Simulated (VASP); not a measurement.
Crystal: Ti.

```
Ti
1.0
    -1.64100    1.64100    1.64100
     1.64100   -1.64100    1.64100
     1.64100    1.64100   -1.64100
Ti
1
Cartesian
  0.0000 0.0000 0.0000
```

| Item | Value |
| --- | --- |
| Program | VASP 6.6.1 |
| Task | relaxation of cell and atoms |
| Functional | PBEsol |
| Dispersion | D3(BJ) |
| Potentials or basis | VASP PAW PBE potentials, release 64 (Ti_sv) |
| Cutoff | 600 eV |
| k mesh | 13 × 13 × 13 |
| Occupations | fermi-dirac, width 0.15 eV |
| Spin | no spin polarisation |

At the start: pressure -11.3 GPa; volume 17.68 Å³/atom.

Q: How do energy, volume and symmetry change on relaxing?

A: Over 3 steps the energy falls by 75.5 meV/atom and the volume is 15.72 Å³/atom (-11.0 %); space group Im-3m (No. 229, to 0.05 Å).

Step by step:
| step | energy change (eV) | largest force (eV/Å) | pressure (GPa) | volume (Å³) |
| --- | --- | --- | --- | --- |
| 1 | 0.0000 | 0.0000 | -11.33 | 17.68 |
| 2 | -0.0469 | 0.0000 | 9.08 | 14.67 |
| 3 | -0.0755 | 0.0000 | 0.04 | 15.72 |

Final structure:
```
Ti
1.0
    -1.57825    1.57825    1.57825
     1.57825   -1.57825    1.57825
     1.57825    1.57825   -1.57825
Ti
1
Direct
  0.00000 0.00000 0.00000
```

Caveat: the PAW data sets were made with another functional, which shifts forces and pressure a little; the volume moved by -11 % from the deposited cell, more than functionals usually miss; pairwise dispersion overbinds metals, which lowers pressure and volume.
